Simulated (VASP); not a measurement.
# Ta (R-3m) in VASP: a series of runs

Runs on Ta. Level: PBE. Tasks: single point.

All numbers are computed with VASP 6.6.1; they aren't measurements. Logs are shortened: lines on timing, memory, paths and dates and some standing lists are left out, and cuts for length are marked.

### 1 The cell of the first run

It takes space group R-3m (No. 166, trigonal). The conventional cell has a = 4.741 Å, b = 4.741 Å, c = 2.774 Å, α = 90.00°, β = 90.00°, γ = 120.00°. Within 3.7 Å of Ta (site symmetry -3m) lie 14 Ta at 2.77 to 3.30 Å.

### 2 Single point, PBE (equal xy, yz and zx shear strains of -3 %)

File INCAR:

```
ALGO = Normal
EDIFF = 1E-7
ENCUT = 520
GGA = PE
ISIF = 2
ISMEAR = -1
LASPH = True
LCHARG = True
LELF = True
LREAL = False
LVHAR = True
LWAVE = False
NBANDS = 12
NELM = 100
PREC = Accurate
SIGMA = 0.08
```

File KPOINTS:

```
k-points
0
Gamma
  17 17 17
```

File POSCAR:

```
Ta
1.0
   -1.7008184000      1.6512800000      1.6512800000
    1.6512800000     -1.7008184000      1.6512800000
    1.6512800000      1.6512800000     -1.7008184000
Ta
1
Direct
    0.0000000000      0.0000000000      0.0000000000
```

Potentials or basis: VASP PAW PBE potentials, release 64 (Ta_pv).

Run with:

```
cat potpaw_PBE.64/Ta_pv/POTCAR > POTCAR
mpirun -np 1 vasp_std > vasp.out
```

OUTCAR:

```text
EDIFF = 1E-7
   ENCUT = 520
   GGA = PE
   ISIF = 2
   ISMEAR = -1
   LASPH = True
   LREAL = False
   NELM = 100
   PREC = Accurate

 ion  position               nearest neighbor table
   1  0.000  0.000  0.000-

  LATTYP: Found a trigonal (rhomboedric) cell.
 ALAT       =     2.8889850305
 COS(alpha) =    -0.3463033748

  Lattice vectors:

 A1 = (  -1.7008184000,   1.6512800000,   1.6512800000)
 A2 = (   1.6512800000,  -1.7008184000,   1.6512800000)
 A3 = (   1.6512800000,   1.6512800000,  -1.7008184000)

Analysis of symmetry for initial positions (statically):
=====================================================================
 Subroutine PRICEL returns:
 Original cell was already a primitive cell.

 Routine SETGRP: Setting up the symmetry group for a
 trigonal (rhombohedral) supercell.

 Subroutine GETGRP returns: Found 12 space group operations
 (whereof 12 operations were pure point group operations)
 out of a pool of 12 trial point group operations.

The static configuration has the point symmetry D_3d.

Analysis of symmetry for dynamics (positions and initial velocities):
=====================================================================
 Subroutine PRICEL returns:
 Original cell was already a primitive cell.

 Routine SETGRP: Setting up the symmetry group for a
 trigonal (rhombohedral) supercell.

 Subroutine GETGRP returns: Found 12 space group operations
 (whereof 12 operations were pure point group operations)
 out of a pool of 12 trial point group operations.

The dynamic configuration has the point symmetry D_3d.

 Subroutine INISYM returns: Found 12 space group operations
 (whereof 12 operations are pure point group operations),
 and found     1 'primitive' translations

----------------------------------------------------------------------------------------

                                     Primitive cell

  volume of cell :      17.9981

  direct lattice vectors                    reciprocal lattice vectors
    -1.700818400  1.651280000  1.651280000     0.009226410  0.307547008  0.307547008
     1.651280000 -1.700818400  1.651280000     0.307547008  0.009226410  0.307547008
     1.651280000  1.651280000 -1.700818400     0.307547008  0.307547008  0.009226410

  length of vectors
     2.888985031  2.888985031  2.888985031     0.435035000  0.435035000  0.435035000

  position of ions in fractional coordinates (direct lattice)
     0.000000000  0.000000000  0.000000000

  ion indices of the primitive-cell ions
   primitive index   ion index
                 1           1

----------------------------------------------------------------------------------------

 KPOINTS: k-points

Automatic generation of k-mesh.
 Grid dimensions read from file:
 generate k-points for:   17   17   17

 Generating k-lattice:

  Cartesian coordinates                     Fractional coordinates (reciprocal lattice)
     0.000542730  0.018091000  0.018091000     0.058823529 -0.000000000 -0.000000000
     0.018091000  0.000542730  0.018091000    -0.000000000  0.058823529 -0.000000000
     0.018091000  0.018091000  0.000542730    -0.000000000 -0.000000000  0.058823529

  Length of vectors
     0.025590294  0.025590294  0.025590294

  Shift w.r.t. Gamma in fractional coordinates (k-lattice)
     0.000000000  0.000000000  0.000000000

 Subroutine IBZKPT returns following result:
 ===========================================

 Found    489 irreducible k-points:

 Following reciprocal coordinates:
            Coordinates               Weight
  0.000000  0.000000  0.000000      1.000000
  0.058824  0.000000  0.000000      6.000000
  0.117647 -0.000000 -0.000000      6.000000
  0.176471  0.000000  0.000000      6.000000
  0.235294 -0.000000 -0.000000      6.000000
  0.294118  0.000000  0.000000      6.000000
[... 16 lines left out ...]
 -0.176471  0.058824  0.000000     12.000000
 -0.117647  0.058824 -0.000000     12.000000
 [... further k-points ...]
   k-points           NKPTS =    489   k-points in BZ     NKDIM =    489   number of bands    NBANDS=     12
   number of dos      NEDOS =    301   number of ions     NIONS =      1
   total plane-waves  NPLWV =  13824
   dimension x,y,z NGX =    24 NGY =   24 NGZ =   24
   dimension x,y,z NGXF=    48 NGYF=   48 NGZF=   48
   ions per type =               1
   NGX,Y,Z   is equivalent  to a cutoff of  13.81, 13.81, 13.81 a.u.
   NGXF,Y,Z  is equivalent  to a cutoff of  27.62, 27.62, 27.62 a.u.
 SYSTEM =  unknown system
   PREC   = accura    normal or accurate (medium, high low for compatibility)
   ISTART =      0    job   : 0-new  1-cont  2-samecut
   ICHARG =      2    charge: 1-file 2-atom 10-const
   ISPIN  =      1    spin polarized calculation?
   LNONCOLLINEAR =      F non collinear calculations
   LSORBIT =      F    spin-orbit coupling
   LASPH  =      T    aspherical Exc in radial PAW
   ENCUT  =  520.0 eV  38.22 Ry    6.18 a.u.   5.37  5.37  5.37*2*pi/ulx,y,z
   NELM   =    100;   NELMIN=  2; NELMDL= -5     # of ELM steps
   EDIFF  = 0.1E-06   stopping-criterion for ELM
   LREAL  =      F    real-space projection
   EDIFFG = 0.1E-05   stopping-criterion for IOM
   NSW    =      0    number of steps for IOM
   IBRION =     -1    ionic relax: 0-MD 1-quasi-New 2-CG
   NFREE  =      0    steps in history (QN), initial steepest desc. (CG)
   ISIF   =      2    stress and relaxation
   ISYM   =      2    0-nonsym 1-usesym 2-fastsym
   POTIM  = 0.5000    time-step for ionic-motion
   TEBEG  =    0.0;   TEEND  =   0.0 temperature during run
   PSTRESS=    0.0 pullay stress
   NELECT =      11.0000    total number of electrons
   NUPDOWN=      -1.0000    fix difference up-down
   EMIN   =  10.00;   EMAX   =-10.00  energy-range for DOS
   EFERMI =   0.00;   METHOD = LEGACY
   ISMEAR =    -1;   SIGMA  =   0.08  broadening in eV -4-tet -1-fermi 0-gaus
   EFERMI_NEDOS =   21; number of points for ismear=-14 and -15
   IALGO  =     38    algorithm
   IMIX   =      4    mixing-type and parameters
     AMIX     =   0.40;   BMIX     =  1.00
     AMIX_MAG =   1.60;   BMIX_MAG =  1.00
  volume/ion in A,a.u.               =      18.00       121.46
  Fermi-wavevector in a.u.,A,eV,Ry     =   1.389303  2.625403 26.261471  1.930164
  Thomas-Fermi vector in A             =   2.513347
   LORBIT       =      0    0 simple, 1 ext, 2 COOP (PROOUT), +10 PAW based schemes
   GGA     = PE    functional components
   LHFCALC =     F    Hartree Fock is set to
   AEXX    =    0.0000 exact exchange contribution
   IVDW    =     0    specifies the selected vdW correction
   LEPSILON=     F    determine dielectric tensor
   LRPA    =     F    only Hartree local field effects (RPA)
 non-spin polarized calculation
  energy-cutoff  :      520.00
  volume of cell :       18.00
 maximum number of plane-waves:       504
 NGX is ok and might be reduce to    24
   NGX = 11   NGY = 11   NGZ = 11

 number of electron      10.9999999 magnetization

 Free energy of the ion-electron system (eV)
  ---------------------------------------------------
  ext. energy  EPLUGINS =         0.00000000
  ---------------------------------------------------
  free energy    TOTEN  =       -11.81233610 eV

  energy without entropy =      -11.78406112  energy(sigma->0) =      -11.79819861

 E-fermi :   5.4961     XC(G=0): -12.6193

 val. band max:        5.4801600666   @ k =  -0.3529   0.0588   0.0000
 cond. band min:       5.4967696199   @ k =  -0.1176   0.1176   0.0000
 fundamental gap:      0.0166095533
 Fermi energy:         5.4961238805

 k-point     1 :       0.0000    0.0000    0.0000
  band No.  band energies     occupation
      1     -27.6203      2.00000
      2     -27.6203      2.00000
      3     -27.4637      2.00000
      4      -2.4238      2.00000
      5       5.7431      0.08729
      6       6.4244      0.00002
      7       6.4244      0.00002
      8       9.5745      0.00000
      9       9.5745      0.00000
     10      19.9437      0.00000
     11      20.8075      0.00000
     12      20.8075      0.00000

 k-point     2 :       0.0588    0.0000    0.0000
  band No.  band energies     occupation
      1     -27.6418      2.00000
      2     -27.6200      2.00000
      3     -27.5043      2.00000
      4      -2.2629      2.00000
      5       5.8497      0.02378
      6       6.3192      0.00007
      7       6.4802      0.00001
      8       9.3545      0.00000
      9       9.5526      0.00000
     10      20.1298      0.00000
     11      20.2016      0.00000
     12      21.0780      0.00000

 k-point     3 :       0.1176   -0.0000   -0.0000
  band No.  band energies     occupation
      1     -27.7226      2.00000
      2     -27.6191      2.00000
      3     -27.5994      2.00000
      4      -1.7996      2.00000
      5       6.0159      0.00301
      6       6.0304      0.00251
      7       6.7475      0.00000
      8       8.8918      0.00000
      9       9.5077      0.00000
     10      20.2014      0.00000
     11      20.6002      0.00000
     12      21.8575      0.00000
[... 286 lines left out ...]
 k-point    23 :      -0.1765    0.0588    0.0000
  band No.  band energies     occupation
      1     -27.8466      2.00000
      2     -27.6349      2.00000
      3     -27.5974      2.00000
      4      -1.3889      2.00000
      5       5.7070      0.13368
      6       5.7678      0.06488
      7       7.3378      0.00000
      8       8.6692      0.00000
      9       9.6803      0.00000
     10      20.2009      0.00000
     11      21.2139      0.00000
     12      22.2105      0.00000

 k-point    24 :      -0.1176    0.0588   -0.0000
  band No.  band energies     occupation
      1     -27.7270      2.00000
      2     -27.6336      2.00000
      3     -27.5067      2.00000
      4      -1.9708      2.00000
      5       5.6884      0.16581
      6       6.1273      0.00075
      7       6.8272      0.00000
      8       9.1246      0.00000
      9       9.6378      0.00000
     10      20.2014      0.00000
     11      20.7509      0.00000
     12      21.2848      0.00000

 [... further k-points ...]

------------------------ aborting loop because EDIFF is reached ----------------------------------------

  FORCE on cell =-STRESS in cart. coord.  units (eV):
  Direction    XX          YY          ZZ          XY          YZ          ZX
  --------------------------------------------------------------------------------------
  -------------------------------------------------------------------------------------
  Total        0.4083353      0.4083353      0.4083353      0.2482246      0.2482246      0.2482246
  in kB       36.3497617     36.3497617     36.3497617     22.0967985     22.0967985     22.0967985
  external PRESSURE =      36.3497617 kB  Pullay stress =       0.0000000 kB

 VOLUME and BASIS-vectors are now :
 -----------------------------------------------------------------------------
  energy-cutoff  :      520.00
  volume of cell :       18.00
      direct lattice vectors                 reciprocal lattice vectors
    -1.700818400  1.651280000  1.651280000     0.009226410  0.307547008  0.307547008
     1.651280000 -1.700818400  1.651280000     0.307547008  0.009226410  0.307547008
     1.651280000  1.651280000 -1.700818400     0.307547008  0.307547008  0.009226410

 POSITION                                       TOTAL-FORCE (eV/Angst)
 -----------------------------------------------------------------------------------
      0.00000      0.00000      0.00000        -0.000000      0.000000      0.000000
 -----------------------------------------------------------------------------------
    total drift:                                0.000000      0.000000     -0.000000

  FREE ENERGIE OF THE ION-ELECTRON SYSTEM (eV)
  ---------------------------------------------------
  free  energy   TOTEN  =       -11.8123361017 eV

  energy  without entropy=      -11.7840611213  energy(sigma->0) =      -11.79819861
```

Wall time 53 s (1 thread of AMD EPYC 9R45 (Zen 5), shared host); peak memory 0.19 GiB.

What came out:

| Property | Result |
| --- | --- |
| Free energy | -11.8123 eV |
| Pressure | 3.6 GPa |

Levels at points of the mesh, in eV from the Fermi level:
```csv
k point,band 2,band 3,band 4,band 5,band 6,band 7,band 8,band 9,band 10,band 11
"(0.00, 0.00, 0.00)",-33.12,-32.96,-7.92,0.25,0.93,0.93,4.08,4.08,14.45,15.31
```

Caveat: the cell differs from its parent crystal (equal xy, yz and zx shear strains of -3 %); spin-orbit coupling is left out, which moves the levels of the heavy elements.

### 3 Single point, PBE (equal xy, yz and zx shear strains of -1 %)

File INCAR:

```
SYSTEM = Ta
ALGO     = Normal         ! electronic algorithm
EDIFF    = 1E-6           ! SCF threshold, eV
ENCUT    = 520            ! plane-wave cutoff, eV
GGA      = PE             ! functional
ISIF     = 2              ! what is computed and relaxed
ISMEAR   = -1             ! smearing method
LASPH    = .TRUE.         ! aspherical terms in the spheres
LCHARG   = .FALSE.        ! write CHGCAR
LREAL    = .FALSE.        ! projectors in reciprocal space
LWAVE    = .FALSE.        ! write WAVECAR
NBANDS   = 12             ! bands
NELM     = 100            ! most SCF steps
PREC     = Accurate       ! precision mode
SIGMA    = 0.08           ! smearing width, eV
```

File KPOINTS:

```
k-points
0
G
  17 17 17
  0 0 0
```

File POSCAR:

```
Ta
1.0
   -1.6677928000      1.6512800000      1.6512800000
    1.6512800000     -1.6677928000      1.6512800000
    1.6512800000      1.6512800000     -1.6677928000
Ta
1
Direct
    0.0000000000      0.0000000000      0.0000000000
```

Potentials or basis: VASP PAW PBE potentials, release 64 (Ta_pv).

Run with:

```
cat potpaw_PBE.64/Ta_pv/POTCAR > POTCAR
mpirun -np 1 vasp_std > vasp.out
```

Run time: 43 s. Hardware: 1 thread of AMD EPYC 9R45 (Zen 5), shared host; peak memory 0.19 GiB.

Results (log left out):

```
Free energy : -11.8230 eV
Pressure    : 3.3 GPa
```

Stress tensor (GPa, compression positive):
```
3.28 0.79 0.79
0.79 3.28 0.79
0.79 0.79 3.28
```

Levels at points of the mesh, in eV from the Fermi level:
```
           k point  band 2  band 3  band 4  band 5  band 6  band 7  band 8  band 9  band 10  band 11
(0.00, 0.00, 0.00)  -33.09  -33.04   -7.92    0.57    0.81    0.81    4.01    4.01    14.82    15.10
```

Caveat: the cell differs from its parent crystal (equal xy, yz and zx shear strains of -1 %); spin-orbit coupling is left out, which moves the levels of the heavy elements.

### 4 Single point, PBE (equal xy, yz and zx shear strains of +2 %)

File INCAR:

```
PREC = Accurate
ENCUT = 520
EDIFF = 1E-6
ISMEAR = -1
SIGMA = 0.08
LREAL = F
LASPH = T
NELM = 60
ALGO = Normal
ISIF = 2
LWAVE = F
LCHARG = F
GGA = PE
NBANDS = 12
```

File KPOINTS:

```
regular mesh
0
Gamma
  17 17 17
```

File POSCAR:

```
Ta
1.0
   -1.6182544000      1.6512800000      1.6512800000
    1.6512800000     -1.6182544000      1.6512800000
    1.6512800000      1.6512800000     -1.6182544000
Ta
1
Direct
    0.0000000000      0.0000000000      0.0000000000
```

Run with:

```
cat potpaw_PBE.64/Ta_pv/POTCAR > POTCAR
mpirun -np 1 vasp_std > vasp.out
```

Run time: 44 s. Hardware: 1 thread of AMD EPYC 9R45 (Zen 5), shared host; peak memory 0.19 GiB.

It converged, with:

```
Free energy : -11.8188 eV
Pressure    : 3.4 GPa
```

Stress tensor (GPa, compression positive):
```
 3.42 -1.62 -1.62
-1.62  3.42 -1.62
-1.62 -1.62  3.42
```

Levels at points of the mesh, in eV from the Fermi level:
| k point | band 4 | band 5 | band 6 | band 7 | band 8 | band 9 |
| --- | --- | --- | --- | --- | --- | --- |
| (0.00, 0.00, 0.00) | -7.92 | 0.55 | 0.55 | 1.06 | 4.03 | 4.03 |

Caveat: the cell differs from its parent crystal (equal xy, yz and zx shear strains of +2 %); spin-orbit coupling is left out, which moves the levels of the heavy elements.

### 5 Single point, PBE (equal xy, yz and zx shear strains of -2 %)

INCAR is that of step 4.

KPOINTS is that of step 4.

File POSCAR:

```
Ta
1.0
   -1.6843056000      1.6512800000      1.6512800000
    1.6512800000     -1.6843056000      1.6512800000
    1.6512800000      1.6512800000     -1.6843056000
Ta
1
Direct
    0.0000000000      0.0000000000      0.0000000000
```

Potentials or basis: VASP PAW PBE potentials, release 64 (Ta_pv).

Run with:

```
cat potpaw_PBE.64/Ta_pv/POTCAR > POTCAR
mpirun -np 1 vasp_std > vasp.out
```

OUTCAR:

```text
PREC = Accurate
   ENCUT = 520
   EDIFF = 1E-6
   ISMEAR = -1
   LREAL = F
   LASPH = T
   NELM = 60
   ISIF = 2
   GGA = PE

 ion  position               nearest neighbor table
   1  0.000  0.000  0.000-

  LATTYP: Found a trigonal (rhomboedric) cell.
 ALAT       =     2.8792944676
 COS(alpha) =    -0.3420602552

  Lattice vectors:

 A1 = (  -1.6843056000,   1.6512800000,   1.6512800000)
 A2 = (   1.6512800000,  -1.6843056000,   1.6512800000)
 A3 = (   1.6512800000,   1.6512800000,  -1.6843056000)

[... 529 lines left out ...]
      4      -1.9731      2.00000
      5       5.8127      0.03595
      6       6.0919      0.00112
      7       6.7828      0.00000
      8       9.0852      0.00000
      9       9.5849      0.00000
     10      20.1929      0.00000
     11      20.8707      0.00000
     12      21.2345      0.00000

 [... further k-points ...]
[... 5 lines left out ...]
  --------------------------------------------------------------------------------------
  -------------------------------------------------------------------------------------
  Total        0.3827444      0.3827444      0.3827444      0.1725199      0.1725199      0.1725199
  in kB       34.0587262     34.0587262     34.0587262     15.3517782     15.3517782     15.3517782
  external PRESSURE =      34.0587262 kB  Pullay stress =       0.0000000 kB

 VOLUME and BASIS-vectors are now :
 -----------------------------------------------------------------------------
  energy-cutoff  :      520.00
  volume of cell :       18.00
      direct lattice vectors                 reciprocal lattice vectors
    -1.684305600  1.651280000  1.651280000     0.006118315  0.305915748  0.305915748
     1.651280000 -1.684305600  1.651280000     0.305915748  0.006118315  0.305915748
     1.651280000  1.651280000 -1.684305600     0.305915748  0.305915748  0.006118315

 POSITION                                       TOTAL-FORCE (eV/Angst)
 -----------------------------------------------------------------------------------
      0.00000      0.00000      0.00000         0.000000     -0.000000      0.000000
 -----------------------------------------------------------------------------------
    total drift:                               -0.000000      0.000000      0.000000

  FREE ENERGIE OF THE ION-ELECTRON SYSTEM (eV)
  ---------------------------------------------------
  free  energy   TOTEN  =       -11.8189103729 eV

  energy  without entropy=      -11.7910624255  energy(sigma->0) =      -11.80498640
```

stdout:

```text
POSCAR found type information on POSCAR Ta
 POSCAR found :  1 types and       1 ions
 scaLAPACK will be used
 LDA part: xc-table for (Slater+PW92), standard interpolation
 POSCAR, INCAR and KPOINTS ok, starting setup
 FFT: planning ... GRIDC
 FFT: planning ... GRID_SOFT
 FFT: planning ... GRID
 WAVECAR not read
 entering main loop
```

Wall time 45 s (1 thread of AMD EPYC 9R45 (Zen 5), shared host); peak memory 0.19 GiB.

What came out:

```
Free energy : -11.8189 eV
Pressure    : 3.4 GPa
```

Caveat: the cell differs from its parent crystal (equal xy, yz and zx shear strains of -2 %); spin-orbit coupling is left out, which moves the levels of the heavy elements.

### 6 Summary

| cell | gap on the mesh (eV) | pressure (GPa) |
| --- | --- | --- |
| a = 2.889 Å, angles 110.3°, 1 atom | none | 3.6 |
| a = 2.870 Å, angles 109.7°, 1 atom | none | 3.3 |
| a = 2.841 Å, angles 108.9°, 1 atom | none | 3.4 |
| a = 2.879 Å, angles 110.0°, 1 atom | none | 3.4 |

Alike in all rows: task single point; level PBE; potentials or basis VASP PAW PBE potentials, release 64 (Ta_pv); no spin polarisation; k mesh 17 × 17 × 17; cutoff (eV) 520; smearing fermi-dirac 0.08 eV.

Caveats: spin-orbit coupling is left out, which moves the levels of the heavy elements.

Total energies depend on the potentials used, so only differences within one code and one set of settings carry meaning.
